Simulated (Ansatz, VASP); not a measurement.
## One calculation of Rb, two programs

The input INCAR:

```
PREC = Accurate ; ENCUT = 520
EDIFF = 1E-7 ; ISMEAR = 0
SIGMA = 0.15 ; LREAL = False
LASPH = True ; NELM = 100
ALGO = Fast ; ISIF = 2
LWAVE = False ; LCHARG = False
GGA = PE ; NBANDS = 10
```

The input KPOINTS:

```
regular mesh
0
Gamma
  12 12 12
```

File POSCAR:

```
Rb
1.0
   -2.8060000000      2.7007750000      2.7007750000
    2.8060000000     -2.9112250000      2.9112250000
    2.8060000000      2.9112250000     -2.9112250000
Rb
1
Direct
    0.0000000000      0.0000000000      0.0000000000
```

Input for Ansatz:

```yaml
crystal:
  lattice:
    - [-2.806, 2.700775, 2.700775]
    - [2.806, -2.911225, 2.911225]
    - [2.806, 2.911225, -2.911225]
  atoms:
    - { symbol: Rb, position: [0.0, 0.0, 0.0] }
basis:
  ecutwfc: 420
kpoints:
  mp_grid: { grid: [12, 12, 12] }
hamiltonian:
  xc: pbe
scf:
  occupations: { method: gaussian, width: 0.15 }
output:
  forces: true
  stress: true
  eigenvalues: true
```

Change from the starting cell: strain -0.0750 x Voigt [0, 0, 0, 1, 0, 0], atoms carried along.

Alike in both runs: task single point; functional PBE; k mesh 12 × 12 × 12; occupations gaussian, width 0.15 eV; no spin polarisation.

```csv
,VASP,Ansatz
version,VASP 6.6.1,Ansatz 0.2.0
potentials or method,"VASP PAW PBE potentials, release 64 (Rb_sv), cutoff 520 eV","scalar-relativistic, plane waves, PAW"
valence electrons in the cell,9,9
```

```csv
,VASP,Ansatz,Ansatz less VASP
gap on the k mesh at the Fermi level (eV),none,none,-
pressure (GPa),0.1,0.1,0.00
"traceless stress, the component that is largest in VASP (GPa)",0.15,0.15,0.000
```

A gap of «none» marks a metal or a gap that the smearing closes. The functional is the same, so the differences come from potentials, cutoffs and numerics.
